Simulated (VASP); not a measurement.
# Ta2N (P-3m1) in VASP: notebook

Runs on Ta2N. Level: LDA. Tasks: single point.

Everything below comes from runs of VASP 6.6.1. Logs are shortened: lines on timing, memory, paths and dates and some standing lists are left out, and cuts for length are marked.

## (1) The cell of the first run

The structure is trigonal, space group P-3m1 (No. 164). The conventional cell has a = 2.954 Å, b = 2.954 Å, c = 5.005 Å, α = 90.00°, β = 90.00°, γ = 120.00°. Within 2.8 Å of Ta (site symmetry 3m) lie 3 N at 2.13 Å. Within 2.8 Å of N (site symmetry -3m) lie 6 Ta at 2.13 Å.

## (2) Single point, LDA (12.61 Å³/atom)

File INCAR:

```
SYSTEM = Ta2N
  PREC = Accurate
  ENCUT = 520
  EDIFF = 1E-7
  ISMEAR = 0
  SIGMA = 0.15
  LREAL = .False.
  LASPH = .True.
  NELM = 60
  ALGO = Normal
  ISIF = 2
  LWAVE = .False.
  LCHARG = .True.
  LELF = .True.
  LVHAR = .True.
  NBANDS = 20
```

File KPOINTS:

```
Automatic mesh
0
Gamma
  18 18 10
  0 0 0
```

File POSCAR:

```
Ta2N
1.0
    2.9543646705      0.0000000000      0.0000000000
   -1.4771823353      2.5585548567      0.0000000000
    0.0000000000      0.0000000000      5.0046937518
Ta N
2 1
Direct
    0.6666666667      0.3333333333      0.7466885012
    0.3333333333      0.6666666667      0.2533114988
    0.0000000000      0.0000000000      0.0000000000
```

Potentials or basis: VASP PAW LDA potentials, release 64 (Ta_pv, N).

On the command line:

```
$ cat potpaw_LDA.64/Ta_pv/POTCAR potpaw_LDA.64/N/POTCAR > POTCAR
$ mpirun -np 1 vasp_std > vasp.out
```

OUTCAR:

```text
SYSTEM = Ta2N
   PREC = Accurate
   ENCUT = 520
   EDIFF = 1E-7
   ISMEAR = 0
   LREAL = .False.
   LASPH = .True.
   NELM = 60
   ISIF = 2

 ion  position               nearest neighbor table
   1  0.667  0.333  0.747-   3 2.13   3 2.13   3 2.13   2 3.00   2 3.00   2 3.00   2 3.06   2 3.06
                             2 3.06
   2  0.333  0.667  0.253-   3 2.13   3 2.13   3 2.13   1 3.00   1 3.00   1 3.00   1 3.06   1 3.06
                             1 3.06
   3  0.000  0.000  0.000-   1 2.13   2 2.13   1 2.13   2 2.13   1 2.13   2 2.13

  LATTYP: Found a hexagonal cell.
 ALAT       =     2.9543646705
 C/A-ratio  =     1.6940000000

  Lattice vectors:

 A1 = (   2.9543646705,   0.0000000000,   0.0000000000)
 A2 = (  -1.4771823353,   2.5585548567,   0.0000000000)
 A3 = (   0.0000000000,   0.0000000000,   5.0046937518)

Analysis of symmetry for initial positions (statically):
=====================================================================
 Subroutine PRICEL returns:
 Original cell was already a primitive cell.

 Routine SETGRP: Setting up the symmetry group for a
 hexagonal supercell.

 Subroutine GETGRP returns: Found 12 space group operations
 (whereof 12 operations were pure point group operations)
 out of a pool of 24 trial point group operations.

The static configuration has the point symmetry D_3d.

Analysis of symmetry for dynamics (positions and initial velocities):
=====================================================================
 Subroutine PRICEL returns:
 Original cell was already a primitive cell.

 Routine SETGRP: Setting up the symmetry group for a
 hexagonal supercell.

 Subroutine GETGRP returns: Found 12 space group operations
 (whereof 12 operations were pure point group operations)
 out of a pool of 24 trial point group operations.

The dynamic configuration has the point symmetry D_3d.

 Subroutine INISYM returns: Found 12 space group operations
 (whereof 12 operations are pure point group operations),
 and found     1 'primitive' translations

----------------------------------------------------------------------------------------

                                     Primitive cell

  volume of cell :      37.8300

  direct lattice vectors                    reciprocal lattice vectors
     2.954364670  0.000000000  0.000000000     0.338482250  0.195422818  0.000000000
    -1.477182335  2.558554857  0.000000000     0.000000000  0.390845636  0.000000000
     0.000000000  0.000000000  5.004693752     0.000000000  0.000000000  0.199812426

  length of vectors
     2.954364670  2.954364671  5.004693752     0.390845636  0.390845636  0.199812426

  position of ions in fractional coordinates (direct lattice)
     0.666666667  0.333333333  0.746688501
     0.333333333  0.666666667  0.253311499
     0.000000000  0.000000000  0.000000000

  ion indices of the primitive-cell ions
   primitive index   ion index
                 1           1
                 2           2
                 3           3

----------------------------------------------------------------------------------------

 KPOINTS: Automatic mesh

Automatic generation of k-mesh.
 Grid dimensions read from file:
 generate k-points for:   18   18   10

 Generating k-lattice:

  Cartesian coordinates                     Fractional coordinates (reciprocal lattice)
     0.018804569  0.010856823  0.000000000     0.055555556  0.000000000  0.000000000
     0.000000000  0.021713646  0.000000000     0.000000000  0.055555556  0.000000000
     0.000000000  0.000000000  0.019981243     0.000000000  0.000000000  0.100000000

  Length of vectors
     0.021713646  0.021713646  0.019981243

  Shift w.r.t. Gamma in fractional coordinates (k-lattice)
     0.000000000  0.000000000  0.000000000

 Subroutine IBZKPT returns following result:
 ===========================================

 Found    330 irreducible k-points:

 Following reciprocal coordinates:
            Coordinates               Weight
  0.000000  0.000000  0.000000      1.000000
  0.055556  0.000000  0.000000      6.000000
  0.111111  0.000000  0.000000      6.000000
  0.166667  0.000000  0.000000      6.000000
  0.222222  0.000000  0.000000      6.000000
  0.277778 -0.000000  0.000000      6.000000
[... 16 lines left out ...]
  0.333333  0.111111  0.000000     12.000000
  0.388889  0.111111  0.000000     12.000000
 [... further k-points ...]
   k-points           NKPTS =    330   k-points in BZ     NKDIM =    330   number of bands    NBANDS=     20
   number of dos      NEDOS =    301   number of ions     NIONS =      3
   total plane-waves  NPLWV =  23040
   dimension x,y,z NGX =    24 NGY =   24 NGZ =   40
   dimension x,y,z NGXF=    48 NGYF=   48 NGZF=   80
   ions per type =               2   1
   NGX,Y,Z   is equivalent  to a cutoff of  13.51, 13.51, 13.29 a.u.
   NGXF,Y,Z  is equivalent  to a cutoff of  27.01, 27.01, 26.57 a.u.
 SYSTEM =  Ta2N
   PREC   = accura    normal or accurate (medium, high low for compatibility)
   ISTART =      0    job   : 0-new  1-cont  2-samecut
   ICHARG =      2    charge: 1-file 2-atom 10-const
   ISPIN  =      1    spin polarized calculation?
   LNONCOLLINEAR =      F non collinear calculations
   LSORBIT =      F    spin-orbit coupling
   LASPH  =      T    aspherical Exc in radial PAW
   ENCUT  =  520.0 eV  38.22 Ry    6.18 a.u.   5.49  5.49  9.31*2*pi/ulx,y,z
   NELM   =     60;   NELMIN=  2; NELMDL= -5     # of ELM steps
   EDIFF  = 0.1E-06   stopping-criterion for ELM
   LREAL  =      F    real-space projection
   EDIFFG = 0.1E-05   stopping-criterion for IOM
   NSW    =      0    number of steps for IOM
   IBRION =     -1    ionic relax: 0-MD 1-quasi-New 2-CG
   NFREE  =      0    steps in history (QN), initial steepest desc. (CG)
   ISIF   =      2    stress and relaxation
   ISYM   =      2    0-nonsym 1-usesym 2-fastsym
   POTIM  = 0.5000    time-step for ionic-motion
   TEBEG  =    0.0;   TEEND  =   0.0 temperature during run
   PSTRESS=    0.0 pullay stress
   NELECT =      27.0000    total number of electrons
   NUPDOWN=      -1.0000    fix difference up-down
   EMIN   =  10.00;   EMAX   =-10.00  energy-range for DOS
   EFERMI =   0.00;   METHOD = LEGACY
   ISMEAR =     0;   SIGMA  =   0.15  broadening in eV -4-tet -1-fermi 0-gaus
   EFERMI_NEDOS =   21; number of points for ismear=-14 and -15
   IALGO  =     38    algorithm
   IMIX   =      4    mixing-type and parameters
     AMIX     =   0.40;   BMIX     =  1.00
     AMIX_MAG =   1.60;   BMIX_MAG =  1.00
  volume/ion in A,a.u.               =      12.61        85.10
  Fermi-wavevector in a.u.,A,eV,Ry     =   1.463021  2.764709 29.122335  2.140431
  Thomas-Fermi vector in A             =   2.579166
   LORBIT       =      0    0 simple, 1 ext, 2 COOP (PROOUT), +10 PAW based schemes
   GGA     = CA    functional components
   LHFCALC =     F    Hartree Fock is set to
   AEXX    =    0.0000 exact exchange contribution
   IVDW    =     0    specifies the selected vdW correction
   LEPSILON=     F    determine dielectric tensor
   LRPA    =     F    only Hartree local field effects (RPA)
 non-spin polarized calculation
 Gauss-broadening in eV      SIGMA  =   0.15
  energy-cutoff  :      520.00
  volume of cell :       37.83
 maximum number of plane-waves:      1051
 NGX is ok and might be reduce to    24
   NGX = 11   NGY = 11   NGZ = 19

 number of electron      27.0000003 magnetization

 Free energy of the ion-electron system (eV)
  ---------------------------------------------------
  ext. energy  EPLUGINS =         0.00000000
  ---------------------------------------------------
  free energy    TOTEN  =       -37.50374770 eV

  energy without entropy =      -37.49050567  energy(sigma->0) =      -37.49712669

 E-fermi :   7.9801     XC(G=0): -13.4525

 val. band max:        7.9787683431   @ k =   0.0000   0.2222   0.2000
 cond. band min:       7.9870085374   @ k =   0.5000   0.0000   0.3000
 fundamental gap:      0.0082401942
 Fermi energy:         7.9801333077

 k-point     1 :       0.0000    0.0000    0.0000
  band No.  band energies     occupation
      1     -27.4542      2.00000
      2     -26.3834      2.00000
      3     -26.3834      2.00000
      4     -26.3554      2.00000
      5     -26.2805      2.00000
      6     -26.2805      2.00000
[... 12 lines left out ...]
     19       9.3654      0.00000
     20      13.5314      0.00000

 k-point     2 :       0.0556    0.0000    0.0000
  band No.  band energies     occupation
      1     -27.4420      2.00000
      2     -26.4164      2.00000
      3     -26.3934      2.00000
      4     -26.3564      2.00000
      5     -26.3119      2.00000
      6     -26.2842      2.00000
[... 12 lines left out ...]
     19       9.7335      0.00000
     20      13.5486      0.00000

 k-point     3 :       0.1111    0.0000    0.0000
  band No.  band energies     occupation
      1     -27.4063      2.00000
      2     -26.5082      2.00000
      3     -26.4214      2.00000
      4     -26.4024      2.00000
      5     -26.3617      2.00000
      6     -26.2956      2.00000
[... 12 lines left out ...]
     19      10.4669      0.00000
     20      13.4647      0.00000

 k-point     4 :       0.1667    0.0000    0.0000
  band No.  band energies     occupation
      1     -27.3499      2.00000
      2     -26.6474      2.00000
      3     -26.5333      2.00000
      4     -26.4622      2.00000
      5     -26.3751      2.00000
      6     -26.3148      2.00000
[... 12 lines left out ...]
     19      11.4294      0.00000
     20      13.2413      0.00000

 k-point     5 :       0.2222    0.0000    0.0000
  band No.  band energies     occupation
      1     -27.2778      2.00000
      2     -26.8155      2.00000
      3     -26.6872      2.00000
      4     -26.5101      2.00000
      5     -26.3953      2.00000
      6     -26.3401      2.00000
[... 12 lines left out ...]
     19      12.3619      0.00000
     20      13.0371      0.00000

 k-point     6 :       0.2778   -0.0000    0.0000
  band No.  band energies     occupation
      1     -27.2014      2.00000
      2     -26.9851      2.00000
      3     -26.8439      2.00000
      4     -26.5591      2.00000
      5     -26.4235      2.00000
      6     -26.3683      2.00000
[... 12 lines left out ...]
     19      12.6983      0.00000
     20      13.4534      0.00000

 k-point     7 :       0.3333    0.0000    0.0000
  band No.  band energies     occupation
      1     -27.1993      2.00000
      2     -27.0678      2.00000
      3     -26.9801      2.00000
      4     -26.6038      2.00000
      5     -26.4595      2.00000
      6     -26.3956      2.00000
[... 12 lines left out ...]
     19      12.6591      0.00000
     20      14.0580      0.00000
[... 277 lines left out ...]
 k-point    20 :       0.1667    0.1111    0.0000
  band No.  band energies     occupation
      1     -27.2487      2.00000
      2     -26.8277      2.00000
      3     -26.7793      2.00000
      4     -26.5082      2.00000
      5     -26.4107      2.00000
      6     -26.3858      2.00000
[... 12 lines left out ...]
     19      12.6300      0.00000
     20      13.0696      0.00000

 k-point    21 :       0.2222    0.1111    0.0000
  band No.  band energies     occupation
      1     -27.1775      2.00000
      2     -26.9819      2.00000
      3     -26.8949      2.00000
      4     -26.5764      2.00000
      5     -26.4421      2.00000
      6     -26.4209      2.00000
[... 12 lines left out ...]
     19      12.9404      0.00000
     20      13.4081      0.00000

 k-point    22 :       0.2778    0.1111    0.0000
  band No.  band energies     occupation
      1     -27.1848      2.00000
      2     -27.0502      2.00000
      3     -26.9892      2.00000
      4     -26.6413      2.00000
      5     -26.4773      2.00000
      6     -26.4572      2.00000
[... 12 lines left out ...]
     19      12.9971      0.00000
     20      13.9434      0.00000

 k-point    23 :       0.3333    0.1111    0.0000
  band No.  band energies     occupation
      1     -27.2859      2.00000
      2     -27.1003      2.00000
      3     -26.9600      2.00000
      4     -26.6936      2.00000
      5     -26.5156      2.00000
      6     -26.4897      2.00000
[... 12 lines left out ...]
     19      13.0768      0.00000
     20      13.9059      0.00000

 k-point    24 :       0.3889    0.1111    0.0000
  band No.  band energies     occupation
      1     -27.3594      2.00000
      2     -27.1538      2.00000
      3     -26.8986      2.00000
      4     -26.7273      2.00000
      5     -26.5534      2.00000
      6     -26.5102      2.00000
[... 12 lines left out ...]
     19      13.1847      0.00000
     20      13.6382      0.00000

 [... further k-points ...]
[... 5 lines left out ...]
  --------------------------------------------------------------------------------------
  -------------------------------------------------------------------------------------
  Total        4.1543580      4.1543580     -0.1391044     -0.0000000     -0.0000000     -0.0000000
  in kB      175.9454974    175.9454974     -5.8913547     -0.0000000     -0.0000000     -0.0000000
  external PRESSURE =     115.3332134 kB  Pullay stress =       0.0000000 kB

 VOLUME and BASIS-vectors are now :
 -----------------------------------------------------------------------------
  energy-cutoff  :      520.00
  volume of cell :       37.83
      direct lattice vectors                 reciprocal lattice vectors
     2.954364670  0.000000000  0.000000000     0.338482250  0.195422818  0.000000000
    -1.477182335  2.558554857  0.000000000     0.000000000  0.390845636  0.000000000
     0.000000000  0.000000000  5.004693752     0.000000000  0.000000000  0.199812426

 POSITION                                       TOTAL-FORCE (eV/Angst)
 -----------------------------------------------------------------------------------
      1.47718      0.85285      3.73695        -0.000000      0.000000     -0.917255
     -0.00000      1.70570      1.26775         0.000000      0.000000      0.917255
      0.00000      0.00000      0.00000        -0.000000      0.000000     -0.000000
 -----------------------------------------------------------------------------------
    total drift:                                0.000000     -0.000000      0.000000

  FREE ENERGIE OF THE ION-ELECTRON SYSTEM (eV)
  ---------------------------------------------------
  free  energy   TOTEN  =       -37.5037477018 eV

  energy  without entropy=      -37.4905056740  energy(sigma->0) =      -37.49712669
```

Run time: 91 s. Hardware: 1 thread of Intel Xeon 6975P-C (Granite Rapids), shared host; peak memory 0.33 GiB.

What came out:

```
Free energy            : -37.5037 eV
Pressure               : 11.5 GPa
Largest force          : 0.917 eV/Å
Band gap on the k mesh : zero (an odd number of electrons rules out a gap without spin polarisation)
```

Forces in eV/Å, atoms in the order of the input:
```
Ta   0.000  0.000 -0.917
Ta   0.000  0.000  0.917
N    0.000  0.000  0.000
```

Stress tensor (GPa, compression positive):
```
17.59  0.00  0.00
 0.00 17.59  0.00
 0.00  0.00 -0.59
```

Caveat: the cell stands under pressure; spin-orbit coupling is left out, which moves the levels of the heavy elements.

## (3) Single point, LDA (12.61 Å³/atom)

File INCAR:

```
PREC     = Accurate       # precision mode
ENCUT    = 520            # plane-wave cutoff, eV
EDIFF    = 1E-7           # SCF threshold, eV
ISMEAR   = 0              # smearing method
SIGMA    = 0.15           # smearing width, eV
LREAL    = F              # projectors in reciprocal space
LASPH    = T              # aspherical terms in the spheres
NELM     = 100            # most SCF steps
ALGO     = Normal         # electronic algorithm
ISIF     = 2              # what is computed and relaxed
LWAVE    = F              # write WAVECAR
LCHARG   = F              # write CHGCAR
GGA      = CA             # functional
NBANDS   = 20             # bands
```

File KPOINTS:

```
regular mesh
0
Gamma
  18 18 10
```

File POSCAR:

```
Ta2N
1.0
    3.0074938782      0.0000000000      0.0000000000
   -1.5037469391      2.6045661003      0.0000000000
    0.0000000000      0.0000000000      4.8294336697
Ta N
2 1
Direct
    0.6666666667      0.3333333333      0.7466885012
    0.3333333333      0.6666666667      0.2533114988
    0.0000000000      0.0000000000      0.0000000000
```

Potentials or basis: VASP PAW LDA potentials, release 64 (Ta_pv, N).

On the command line:

```
$ cat potpaw_LDA.64/Ta_pv/POTCAR potpaw_LDA.64/N/POTCAR > POTCAR
$ mpirun -np 1 vasp_std > vasp.out
```

It took 91 s on 1 thread of Intel Xeon 6975P-C (Granite Rapids), shared host; peak memory 0.32 GiB.

It converged, with:

```
Free energy            : -37.6067 eV
Pressure               : 10.9 GPa
Largest force          : 0.498 eV/Å
Band gap on the k mesh : zero (an odd number of electrons rules out a gap without spin polarisation)
```

Forces on the atoms (eV/Å):
```
Ta   0.000  0.000 -0.498
Ta   0.000  0.000  0.498
N    0.000  0.000  0.000
```

Stress tensor (GPa, compression positive):
```
13.01  0.00  0.00
 0.00 13.01  0.00
 0.00  0.00  6.73
```

Levels at points of the mesh, in eV from the Fermi level:
| k point | band 11 | band 12 | band 13 | band 14 | band 15 | band 16 |
| --- | --- | --- | --- | --- | --- | --- |
| (0.00, 0.00, 0.00) | -4.76 | -0.99 | -0.28 | -0.28 | 0.37 | 0.48 |
| (0.50, 0.00, 0.00) | -4.93 | -2.51 | -1.16 | 1.65 | 2.36 | 4.24 |
| (0.00, 0.00, 0.50) | -3.13 | -2.69 | -1.13 | -1.13 | 1.84 | 2.47 |
| (0.50, 0.00, 0.50) | -3.64 | -1.99 | -1.97 | -0.29 | 0.95 | 3.84 |

Caveat: the cell stands under pressure; spin-orbit coupling is left out, which moves the levels of the heavy elements.

## (4) Single point, LDA (12.61 Å³/atom)

File INCAR:

```
PREC = Accurate ; ENCUT = 520
EDIFF = 1E-7 ; ISMEAR = 0
SIGMA = 0.15 ; LREAL = F
LASPH = T ; NELM = 60
ALGO = Normal ; ISIF = 2
LWAVE = F ; LCHARG = F
GGA = CA ; NBANDS = 20
```

File KPOINTS:

```
Automatic mesh
0
Gamma
  18 18 10
```

File POSCAR:

```
Ta2N
1.0
    3.1165908611      0.0000000000      0.0000000000
   -1.5582954306      2.6990468589      0.0000000000
    0.0000000000      0.0000000000      4.4972406126
Ta N
2 1
Direct
    0.6666666667      0.3333333333      0.7466885012
    0.3333333333      0.6666666667      0.2533114988
    0.0000000000      0.0000000000      0.0000000000
```

On the command line:

```
$ cat potpaw_LDA.64/Ta_pv/POTCAR potpaw_LDA.64/N/POTCAR > POTCAR
$ mpirun -np 1 vasp_std > vasp.out
```

Run time: 87 s. Hardware: 1 thread of Intel Xeon 6975P-C (Granite Rapids), shared host; peak memory 0.32 GiB.

It converged, with:

| Quantity | Value |
| --- | --- |
| Free energy | -37.4877 eV |
| Pressure | 11.6 GPa |
| Largest force | 0.374 eV/Å |
| Band gap on the k mesh | zero (an odd number of electrons rules out a gap without spin polarisation) |

Forces in eV/Å, atoms in the order of the input:
```
Ta   0.000  0.000  0.374
Ta   0.000  0.000 -0.374
N    0.000  0.000  0.000
```

Stress tensor (GPa, compression positive):
```
 4.30  0.00  0.00
 0.00  4.30  0.00
 0.00  0.00 26.13
```

Levels at points of the mesh, in eV from the Fermi level:
| k point | band 11 | band 12 | band 13 | band 14 | band 15 | band 16 |
| --- | --- | --- | --- | --- | --- | --- |
| (0.00, 0.00, 0.00) | -4.44 | -0.25 | -0.25 | -0.17 | -0.17 | 0.15 |
| (0.50, 0.00, 0.00) | -4.83 | -2.70 | -1.28 | 1.48 | 3.00 | 3.92 |
| (0.00, 0.00, 0.50) | -2.28 | -2.05 | -1.59 | -1.59 | 2.34 | 2.38 |
| (0.50, 0.00, 0.50) | -3.13 | -2.06 | -1.96 | 0.32 | 0.60 | 2.97 |

Caveat: the cell stands under pressure; spin-orbit coupling is left out, which moves the levels of the heavy elements.

## (5) Overview

| cell | gap on the mesh (eV) | pressure (GPa) | largest force (eV/Å) |
| --- | --- | --- | --- |
| a = 2.954, b = 2.954, c = 5.005 Å, angles 90.0, 90.0, 120.0°, 3 atoms | none | 11.5 | 0.92 |
| a = 3.007, b = 3.007, c = 4.829 Å, angles 90.0, 90.0, 120.0°, 3 atoms | none | 10.9 | 0.50 |
| a = 3.117, b = 3.117, c = 4.497 Å, angles 90.0, 90.0, 120.0°, 3 atoms | none | 11.6 | 0.37 |

Alike in all rows: task single point; level LDA; potentials or basis VASP PAW LDA potentials, release 64 (Ta_pv, N); no spin polarisation; k mesh 18 × 18 × 10; cutoff (eV) 520; smearing gaussian 0.15 eV.

Caveats: the cell stands under pressure; spin-orbit coupling is left out, which moves the levels of the heavy elements.

Total energies depend on the potentials used, so only differences within one code and one set of settings carry meaning.
